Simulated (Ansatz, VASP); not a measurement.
## ZnS in VASP and in Ansatz

```
Zn S
1.0
     0.00000    2.73756    2.73756
     2.73756    0.00000    2.73756
     2.73756    2.73756    0.00000
Zn S
1 1
Cartesian
  4.1063 4.1063 4.1063
  0.0000 0.0000 0.0000
```

Alike in both runs: task single point; functional r2SCAN; dispersion D3(BJ); k mesh 9 × 9 × 9; occupations fermi-dirac, width 0.05 eV; no spin polarisation.

|  | VASP | Ansatz |
| --- | --- | --- |
| version | VASP 6.6.1 | Ansatz 0.2.0 |
| potentials or method | VASP PAW PBE potentials, release 64 (Zn, S) | Ansatz PAW |
| plane-wave cutoff (eV) | 520 | 500 |
| valence electrons in the cell | 18 | 18 |

Ansatz gave:

| Property | Result |
| --- | --- |
| gap on the k mesh at the Fermi level (eV) | 2.49 |
| least direct gap on the mesh (eV) | 2.49 |
| pressure (GPa) | -4.5 |

Q: What did VASP give for the same quantities?

A: gap on the k mesh at the Fermi level (eV): 2.49; least direct gap on the mesh (eV): 2.49; pressure (GPa): -4.4.

VASP's potentials were made for PBE, not for r2SCAN.

Noted on Ansatz's run: odd divisions of the mesh miss points on the zone boundary, where band edges often lie, so the gap on the mesh can be too wide.
